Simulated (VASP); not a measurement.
The system is Si3Ge2.

```
Si Ge
1.0
     4.69630    0.00000    0.00000
     0.00000    4.69630    0.00000
     0.00000    0.00000    4.25118
Si Ge
3 2
Direct
  0.50000 0.50000 0.00000
  0.00000 0.50000 0.50000
  0.50000 0.00000 0.50000
  0.00000 0.00000 0.00000
  0.00000 0.00000 0.50000
```

```yaml
Program: VASP 6.6.1
Task: relaxation of cell and atoms
Functional: PBE
Potentials_or_basis: VASP PAW PBE potentials, release 64 (Si, Ge_d)
Cutoff: 600 eV
k_mesh: 4 × 4 × 4
Occupations: gaussian, width 0.1 eV
Spin: no spin polarisation
```

At the start: pressure 15.5 GPa; volume 18.75 Å³/atom.

Problem. Where does the relaxation end?

Solution. Over 7 steps the energy falls by 300.7 meV/atom and the volume is 22.38 Å³/atom (+19.4 %); space group P4/mmm (No. 123, to 0.05 Å).

The path:
| step | energy change (eV) | largest force (eV/Å) | pressure (GPa) | volume (Å³) |
| --- | --- | --- | --- | --- |
| 1 | 0.0000 | 0.0000 | 15.49 | 93.76 |
| 2 | -1.3269 | 0.0000 | -2.73 | 119.43 |
| 3 | -1.5027 | 0.0000 | 0.17 | 111.50 |
| 4 | -1.5027 | 0.0000 | 0.37 | 111.13 |
| 5 | -1.5035 | 0.0000 | 0.09 | 111.71 |
| 6 | -1.5035 | 0.0000 | 0.11 | 111.65 |
| 7 | -1.5037 | 0.0000 | -0.01 | 111.91 |

Final structure:
```
CELL_PARAMETERS angstrom
4.79071 0.00000 0.00000
0.00000 4.79071 0.00000
0.00000 0.00000 4.87628
ATOMIC_POSITIONS crystal
Si 0.50000 0.50000 0.00000
Si 0.00000 0.50000 0.50000
Si 0.50000 0.00000 0.50000
Ge 0.00000 0.00000 0.00000
Ge 0.00000 0.00000 0.50000
```

Caveat: the k points lie up to 0.33 Å⁻¹ apart in the final cell; the volume moved by over 15 % at a fixed basis, so the end points are rough.
